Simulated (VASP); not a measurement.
Write the native input for VASP 6.6.1 that does the following.

| Item | Value |
| --- | --- |
| Task | single point |
| Functional | PBE |
| Potentials or basis | VASP PAW PBE potentials, release 64 (Sc_sv, Al) |
| Cutoff | 520 eV |
| k mesh | 6 × 6 × 2 |
| Occupations | gaussian, width 0.1 eV |
| Spin | no spin polarisation |
| Dipole correction | no |
| Further INCAR settings | ALGO = Normal; EDIFF = 1e-07; NBANDS = 38 |

The structure of Sc5Al lies in POSCAR:

```
Sc5Al
1.0
    3.2122653467      0.0000000000      0.0000000000
    0.0000000000      3.2122653467      0.0000000000
    0.0000000000      0.0000000000     13.3161829641
Sc Al
5 1
Direct
    0.0000000000      0.0000000000      0.6445102241
    0.5000000000      0.5000000000      0.8226059408
    0.0000000000      0.0000000000      0.0000000000
    0.5000000000      0.5000000000      0.1773940592
    0.0000000000      0.0000000000      0.3554897759
    0.5000000000      0.5000000000      0.5000000000
```

The input as run:

INCAR

```
SYSTEM = Sc5Al
  PREC = Accurate
  ENCUT = 520
  EDIFF = 1E-7
  ISMEAR = 0
  SIGMA = 0.1
  LREAL = .FALSE.
  LASPH = .TRUE.
  NELM = 80
  ALGO = Normal
  ISIF = 2
  LWAVE = .FALSE.
  LCHARG = .FALSE.
  GGA = PE
  NBANDS = 38
```

KPOINTS

```
regular mesh
0
G
  6 6 2
  0 0 0
```

Potentials or basis: VASP PAW PBE potentials, release 64 (Sc_sv, Al).

The run is started by

```console
$ cat potpaw_PBE.64/Sc_sv/POTCAR potpaw_PBE.64/Al/POTCAR > POTCAR
$ mpirun -np 1 vasp_std > vasp.out
```

It gave:

The pressure is 0.2 GPa. The largest force is 0.013 eV/Å and the band gap on the k mesh is zero (bands 29 and 30 overlap by 0.78 eV).

It took 77 s on 1 thread of AMD EPYC 9R45 96-Core Processor (Zen 5), on a shared host, peak memory 0.23 GiB.
